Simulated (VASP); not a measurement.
## Hg: relaxation of cell and atoms with RPBE

Hg:

```xyz
2
Lattice="3.1955 0.0000 0.0000 -1.5977 2.7674 0.0000 0.0000 0.0000 5.2182" Properties=species:S:1:pos:R:3 pbc="T T T"
Hg    0.0000    1.8449    1.3046
Hg    1.5977    0.9225    3.9137
```

- Program: VASP 6.6.1
- Task: relaxation of cell and atoms
- Functional: RPBE
- Potentials or basis: VASP PAW PBE potentials, release 64 (Hg)
- Cutoff: 600 eV
- k mesh: 11 × 11 × 6
- Occupations: fermi-dirac, width 0.1 eV
- Spin: no spin polarisation
- Dipole correction: no
- Further INCAR settings: ALGO = Normal; EDIFF = 1e-06; IBRION = 2; EDIFFG = -0.01; NSW = 80; ISIF = 3

* Relaxed volume: 87.03 Å³/atom
* Relaxed cell: a = 4.968 Å, b = 4.968 Å, c = 8.144 Å, α = 90.00°, β = 90.00°, γ = 120.00°
* Space group after relaxing (to 0.05 Å): P6_3/mmc (No. 194)
* Energy gained by relaxing: 357.1 meV/atom
* Ionic steps: 15
* Pressure after relaxing: 0.0 GPa
* Band gap on the k mesh: 3.99 eV, indirect (least direct gap 4.25 eV)

Step by step:
```
step  energy change (eV)  largest force (eV/Å)  pressure (GPa)  volume (Å³)
   1              0.0000                0.0000            9.32        46.15
   2             -0.3420                0.0000            3.57        55.70
   3             -0.4872                0.0000            1.82        64.88
   4             -0.6325                0.0000            0.66        86.15
   5             -0.6911                0.0000            0.09       141.66
   6             -0.7062                0.0000            0.14       160.45
   7             -0.6262                0.0000           -1.19       202.88
   8             -0.7089                0.0000            0.13       163.77
   9             -0.7081                0.0000           -0.22       182.63
  10             -0.7128                0.0000            0.06       170.06
  11             -0.7135                0.0000           -0.03       175.30
  12             -0.7139                0.0000            0.00       174.38
  13             -0.7141                0.0000            0.02       173.52
  14             -0.7141                0.0000            0.02       173.33
  15             -0.7142                0.0000            0.01       174.05
```

Final structure:
```cif
data_structure
_symmetry_space_group_name_H-M 'P 1'
_symmetry_Int_Tables_number 1
_cell_length_a 4.9678
_cell_length_b 4.9678
_cell_length_c 8.1437
_cell_angle_alpha 90.000
_cell_angle_beta 90.000
_cell_angle_gamma 120.000
_cell_volume 174.05
loop_
_atom_site_label
_atom_site_type_symbol
_atom_site_fract_x
_atom_site_fract_y
_atom_site_fract_z
_atom_site_occupancy
Hg1 Hg 0.33333 0.66667 0.25000 1
Hg2 Hg 0.66667 0.33333 0.75000 1
```

Levels at points of the mesh, in eV from the valence-band top:
```
           k point  band 10  band 11  band 12  band 13  band 14  band 15
(0.00, 0.00, 0.00)    -3.37    -1.15    -0.30     3.99     7.61     7.61
(0.00, 0.00, 0.50)    -3.38    -0.79    -0.79     5.49     5.49     7.87
```

Wall time 6.1 min on 1 thread of Intel(R) Xeon(R) Platinum 8488C (Sapphire Rapids) (shared host), peak memory 0.22 GiB.

Caveat: the volume moved by over 15 % at a fixed basis, so the end points are rough; the PAW data sets were made with another functional, which shifts forces and pressure a little; spin-orbit coupling is left out, which moves the levels of the heavy elements. A k mesh can miss the band edges.
